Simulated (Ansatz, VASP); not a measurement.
## Ta3TiSi8 in VASP and in Ansatz

```
Ti Ta Si
1.0
     2.40106   -4.19548    0.00000
     2.40106    4.19548    0.00000
     0.00000    0.00000    8.67728
Ti Ta Si
1 3 8
Direct
  0.00000 0.00000 0.50000
  0.50000 0.50000 0.00000
  0.00000 0.50000 0.24947
  0.50000 0.00000 0.75053
  0.15331 0.84669 0.00000
  0.65145 0.34855 0.50000
  0.84669 0.15331 0.00000
  0.34855 0.65145 0.50000
  0.34063 0.15229 0.25236
  0.84771 0.65937 0.74764
  0.65937 0.84771 0.25236
  0.15229 0.34063 0.74764
```

Alike in both runs: functional PBE; k mesh 10 × 10 × 6; occupations gaussian, width 0.1 eV; no spin polarisation.

Ansatz relaxed the structure, and its values are those at the end. VASP's run is a single point on that final structure, the one shown.

```csv
,VASP,Ansatz
version,VASP 6.6.1,Ansatz 0.2.0
potentials or method,"VASP PAW PBE potentials, release 64 (Ti_sv, Ta_pv, Si), cutoff 520 eV","scalar-relativistic, plane waves, PAW"
valence electrons in the cell,77,83
```

Ansatz gave:

* gap on the k mesh at the Fermi level (eV): none
* pressure (GPa): 0.0

Q: Which values does VASP return?

A: gap on the k mesh at the Fermi level (eV): none; pressure (GPa): 0.1.

A gap of «none» marks a metal or a gap that the smearing closes. VASP's potentials hold 77 valence electrons a cell and Ansatz's 83, so a difference there can come from the potentials and not from the codes.

Neither program's run includes spin-orbit coupling.
